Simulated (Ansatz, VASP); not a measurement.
## Two plane-wave programs on LiCl

```xyz
16
Lattice="0.0000 5.1295 5.1295 5.1295 0.0000 5.1295 5.1295 5.1295 0.0000" Properties=species:S:1:pos:R:3 pbc="T T T"
Li    0.0000    0.0000    0.0000
Li    2.5648    2.5648    0.0000
Li    2.5648    0.0000    2.5648
Li    5.1295    2.5648    2.5648
Li    0.0000    2.5648    2.5648
Li    2.5648    5.1295    2.5648
Li    2.5648    2.5648    5.1295
Li    5.1295    5.1295    5.1295
Cl    2.5648    2.5648    2.5648
Cl    5.1295    5.1295    2.5648
Cl    5.1295    2.5648    5.1295
Cl    7.6943    5.1295    5.1295
Cl    2.5648    5.1295    5.1295
Cl    5.1295    7.6943    5.1295
Cl    5.1295    5.1295    7.6943
Cl    7.6943    7.6943    7.6943
```

Alike in both runs: task electric field gradients; functional PBE; k mesh 3 × 3 × 3; no spin polarisation.

|  | VASP | Ansatz |
| --- | --- | --- |
| version | VASP 6.6.1 | Ansatz 0.2.0 |
| potentials or method | VASP PAW PBE potentials, release 64 (Li_sv, Cl) | plane-wave PAW, scalar-relativistic |
| plane-wave cutoff (eV) | 520 | 420 |
| occupations | gaussian, width 0.01 eV | fixed |
| valence electrons in the cell | 80 | 80 |

|  | VASP | Ansatz | Ansatz less VASP |
| --- | --- | --- | --- |
| gap on the k mesh at the Fermi level (eV) | 6.34 | 6.33 | -0.013 |

Noted on VASP's run: the cutoff is short for stress, so the pressure is rough.
